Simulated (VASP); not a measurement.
## Cu: single point with PBE

Crystal: Cu.

```
Cu
1.0
    -1.45340    1.45340    1.37956
     1.45340   -1.45340    1.37956
     1.49766    1.49766   -1.37956
Cu
1
Direct
  0.00000 0.00000 0.00000
```

This cell differs from its parent crystal: strain +0.0300 x Voigt [0, 0, 0, 0, 0, 1].

```
Program                : VASP 6.6.1
Task                   : single point
Functional             : PBE
Potentials or basis    : VASP PAW PBE potentials, release 64 (Cu)
Cutoff                 : 520 eV
k mesh                 : 30 × 30 × 30
Occupations            : gaussian, width 0.15 eV
Spin                   : no spin polarisation
Dipole correction      : no
Further INCAR settings : ALGO = Fast; EDIFF = 1e-06; NBANDS = 12
```

```yaml
Pressure: 0.8 GPa
Band_gap_on_the_k_mesh: zero (an odd number of electrons rules out a gap without spin polarisation)
```

Stress tensor (GPa, compression positive):
```
 0.69 -3.07  0.00
-3.07  0.69  0.00
 0.00  0.00  0.88
```

Levels at points of the mesh, in eV from the Fermi level:
```tsv
k point	band 4	band 5	band 6	band 7	band 8	band 9
(0.00, 0.00, 0.00)	-2.86	-2.22	-1.95	23.34	24.76	25.98
(0.50, 0.00, 0.00)	-1.84	-1.36	-0.36	4.52	16.26	17.32
(0.50, 0.50, 0.00)	-2.10	-1.35	-0.66	4.11	18.38	18.38
(0.00, 0.00, 0.50)	-1.98	-1.42	-1.07	3.48	18.78	19.03
(0.50, 0.50, 0.50)	-1.48	-1.48	7.22	7.42	9.86	12.83
```

Run time: 4 min on 1 thread of AMD EPYC 9R45 96-Core Processor (Zen 5), with other jobs on the host, peak memory 0.56 GiB.

Caveat: the cell differs from its parent crystal (strain +0.0300 x Voigt [0, 0, 0, 0, 0, 1]).
